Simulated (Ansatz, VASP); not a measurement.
Two plane-wave programs on Zr4Si3

```
Zr Si
1.0
     4.74719    0.00000    0.00000
    -2.37359    4.11118    0.00000
     0.00000    0.00000    8.24535
Zr Si
4 3
Cartesian
  0.0000 2.7408 4.1227
  2.3736 1.3704 4.1227
  0.0000 0.0000 2.5978
  0.0000 0.0000 5.6476
  0.0000 0.0000 0.0000
  0.0000 2.7408 0.0000
  2.3736 1.3704 0.0000
```

Alike in both runs: functional PBE; k mesh 4 × 4 × 2; occupations gaussian, width 0.2 eV; no spin polarisation.

Ansatz relaxed the structure, and its values are those at the end. VASP's run is a single point on that final structure, the one shown.

|  | VASP | Ansatz |
| --- | --- | --- |
| version | VASP 6.6.1 | Ansatz 0.2.0 |
| potentials or method | VASP PAW PBE potentials, release 64 (Zr_sv, Si), cutoff 500 eV | scalar-relativistic, plane waves, PAW |
| valence electrons in the cell | 60 | 60 |

|  | VASP | Ansatz | Ansatz less VASP |
| --- | --- | --- | --- |
| gap on the k mesh at the Fermi level (eV) | none | none | - |
| pressure (GPa) | 0.7 | 0.7 | -0.02 |
| rms of the force components (eV/Å) | 0.004 | 0.006 | +0.0013 |

A gap of «none» marks a metal or a gap that the smearing closes.

The k mesh is coarse, so the values compare programs but aren't converged.
